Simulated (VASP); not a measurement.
Cu: single point with r2SCAN

Cu:

```xyz
2
Lattice="2.5308 0.0000 0.0000 -1.2654 2.1918 0.0000 0.0000 0.0000 4.1304" Properties=species:S:1:pos:R:3 pbc="T T T"
Cu    0.0000    1.4612    1.0326
Cu    1.2654    0.7306    3.0978
```

This isn't the form of Cu at room conditions, which is fcc.

```
Program             : VASP 6.6.1
Task                : single point
Functional          : r2SCAN
Potentials or basis : VASP PAW PBE potentials, release 64 (Cu)
Cutoff              : 520 eV
k mesh              : 18 × 18 × 10
Occupations         : gaussian, width 0.1 eV
Spin                : no spin polarisation
```

* Pressure: 0.7 GPa
* Band gap on the k mesh: zero (bands 11 and 12 overlap by 6.39 eV)

Levels at points of the mesh, in eV from the Fermi level:
```tsv
k point	band 9	band 10	band 11	band 12	band 13	band 14
(0.00, 0.00, 0.00)	-2.60	-1.81	-1.81	-1.07	4.20	22.46
(0.50, 0.00, 0.00)	-1.66	-1.60	0.04	1.76	8.32	8.84
(0.00, 0.00, 0.50)	-2.04	-2.04	-2.04	-2.04	13.32	13.32
(0.50, 0.00, 0.50)	-1.64	-1.64	0.55	0.55	5.32	5.32
```

Wall time 6.9 min on 1 thread of Intel Xeon 8259CL (shared host), peak memory 0.2 GiB.

Caveat: the PAW data sets were made with another functional, which shifts forces and pressure a little.
